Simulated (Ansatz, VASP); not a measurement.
As2Se in VASP and in Ansatz

```
As Se
1.0
    -3.56779    3.56779    2.47421
     3.56779   -3.56779    2.47421
     3.56779    3.56779   -2.47421
As Se
4 2
Cartesian
  0.0000 5.3517 0.6186
  0.0000 1.7839 0.6186
  1.7839 3.5678 1.8557
  -1.7839 3.5678 1.8557
  0.0000 0.0000 2.4742
  3.5678 0.0000 1.2371
```

Alike in both runs: task single point; functional PBEsol; k mesh 12 × 12 × 12; occupations gaussian, width 0.15 eV; no spin polarisation.

```csv
,VASP,Ansatz
version,VASP 6.6.1,Ansatz 0.2.0
potentials or method,"VASP PAW PBE potentials, release 64 (As, Se), cutoff 520 eV","scalar-relativistic, plane waves, PAW"
valence electrons in the cell,32,92
```

```tsv
	VASP	Ansatz	Ansatz less VASP
gap on the k mesh at the Fermi level (eV)	none	none	-
pressure (GPa)	1.9	1.7	-0.25
traceless stress, the component that is largest in VASP (GPa)	5.02	4.96	-0.063
```

VASP's potentials were made for PBE, not for PBEsol. A gap of «none» marks a metal or a gap that the smearing closes. VASP's potentials hold 32 valence electrons a cell and Ansatz's 92, so a difference there can come from the potentials and not from the codes.
